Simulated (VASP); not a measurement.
## BP: single point with PBE

BP:

```
CELL_PARAMETERS angstrom
0.00000 2.34238 2.20593
2.34238 0.00000 2.20593
2.34238 2.34238 0.00000
ATOMIC_POSITIONS crystal
B 0.00000 0.00000 0.00000
P 0.75000 0.75000 0.75000
```

This cell differs from its parent crystal: strain +0.030 along x and y, -0.030 along z.

```
Program                : VASP 6.6.1
Task                   : single point
Functional             : PBE
Potentials or basis    : VASP PAW PBE potentials, release 64 (B, P)
Cutoff                 : 520 eV
k mesh                 : 10 × 10 × 10
Occupations            : gaussian, width 0.05 eV
Spin                   : no spin polarisation
Dipole correction      : no
Further INCAR settings : ALGO = Normal; EDIFF = 1e-06; NBANDS = 11
```

```json
{
  "Pressure": "-4.6 GPa",
  "Band gap on the k mesh": "0.42 eV, indirect (least direct gap 2.78 eV)"
}
```

Stress tensor (GPa, compression positive):
```
-9.42  0.00  0.00
 0.00 -9.42  0.00
 0.00  0.00  4.94
```

Levels at points of the mesh, in eV from the valence-band top:
| k point | band 1 | band 2 | band 3 | band 4 | band 5 | band 6 | band 7 | band 8 | band 9 |
| --- | --- | --- | --- | --- | --- | --- | --- | --- | --- |
| (0.00, 0.00, 0.00) | -15.51 | -0.54 | -0.54 | 0.00 | 2.78 | 3.13 | 3.13 | 6.43 | 10.91 |
| (0.50, 0.00, 0.00) | -12.31 | -9.14 | -2.43 | -1.72 | 2.94 | 4.05 | 4.89 | 9.68 | 13.31 |
| (0.50, 0.50, 0.00) | -10.47 | -8.41 | -4.73 | -4.73 | 0.61 | 0.80 | 11.41 | 11.41 | 14.80 |
| (0.50, 0.00, 0.50) | -11.02 | -8.93 | -4.18 | -4.08 | 1.28 | 1.61 | 10.78 | 11.82 | 13.90 |

Run time: 8.5 s on 1 thread of Intel(R) Xeon(R) 6975P-C (Granite Rapids) (shared host), peak memory 0.15 GiB.

Caveat: the cell differs from its parent crystal (strain +0.030 along x and y, -0.030 along z). A k mesh can miss the band edges.
